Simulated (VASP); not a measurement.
A run of VASP 6.6.1 is set up as follows.

The input POSCAR:

```
Mg
1.0
    3.6449664690      2.1044223721      6.2161336964
   -3.6449664690      2.1044223721      6.2161336964
    0.0000000000     -4.2088447441      6.2161336964
Mg
12
Direct
    0.0101900000      0.6536100000      0.0101900000
    0.0101900000      0.0101900000      0.6536100000
    0.6536100000      0.0101900000      0.0101900000
    0.9898100000      0.3463900000      0.9898100000
    0.3463900000      0.9898100000      0.9898100000
    0.9898100000      0.9898100000      0.3463900000
    0.2211800000      0.6306000000      0.2211800000
    0.2211800000      0.2211800000      0.6306000000
    0.6306000000      0.2211800000      0.2211800000
    0.7788200000      0.3694000000      0.7788200000
    0.3694000000      0.7788200000      0.7788200000
    0.7788200000      0.7788200000      0.3694000000
```

The input INCAR.step1:

```
SYSTEM = Mg
PREC     = Accurate       ! precision mode
ENCUT    = 520            ! plane-wave cutoff, eV
ISMEAR   = 0              ! smearing method
SIGMA    = 0.1            ! smearing width, eV
LREAL    = .FALSE.        ! projectors in reciprocal space
LASPH    = .TRUE.         ! aspherical terms in the spheres
NELM     = 100            ! most SCF steps
NBANDS   = 24             ! bands
GGA      = PE             ! functional
ALGO     = Normal         ! electronic algorithm
EDIFF    = 1E-4           ! SCF threshold, eV
LWAVE    = .TRUE.         ! write WAVECAR
LCHARG   = .FALSE.        ! write CHGCAR
```

Contents of INCAR.step2:

```
SYSTEM = Mg
PREC     = Accurate       ! precision mode
ENCUT    = 520            ! plane-wave cutoff, eV
EDIFF    = 1E-6           ! SCF threshold, eV
ISMEAR   = 0              ! smearing method
SIGMA    = 0.1            ! smearing width, eV
LREAL    = .FALSE.        ! projectors in reciprocal space
LASPH    = .TRUE.         ! aspherical terms in the spheres
NELM     = 100            ! most SCF steps
ALGO     = Normal         ! electronic algorithm
ISIF     = 2              ! what is computed and relaxed
LWAVE    = .FALSE.        ! write WAVECAR
LCHARG   = .FALSE.        ! write CHGCAR
METAGGA  = R2SCAN         ! meta-GGA
LMIXTAU  = .TRUE.       
NBANDS   = 24             ! bands
ISTART   = 1
```

The input KPOINTS:

```
regular mesh
0
G
  3 3 3
  0 0 0
```

Potentials or basis: VASP PAW PBE potentials, release 64 (Mg).

Command:

```console
$ cat potpaw_PBE.64/Mg/POTCAR > POTCAR
$ cp INCAR.step1 INCAR
$ mpirun -np 1 vasp_std > vasp.out
$ cp INCAR.step2 INCAR
$ mpirun -np 1 vasp_std > vasp.out
```

(1) Estimate the largest force.

(2) Estimate the band gap on the k mesh.

(3) What does it give for the pressure?

## Answers

(1) 2.438 eV/Å.

(2) zero (band 12 reaches 2.35 eV, above the bottom of band 13 at 1.53 eV).

(3) 15.5 GPa.

Caveat: the PAW data sets were made with another functional, which shifts forces and pressure a little.
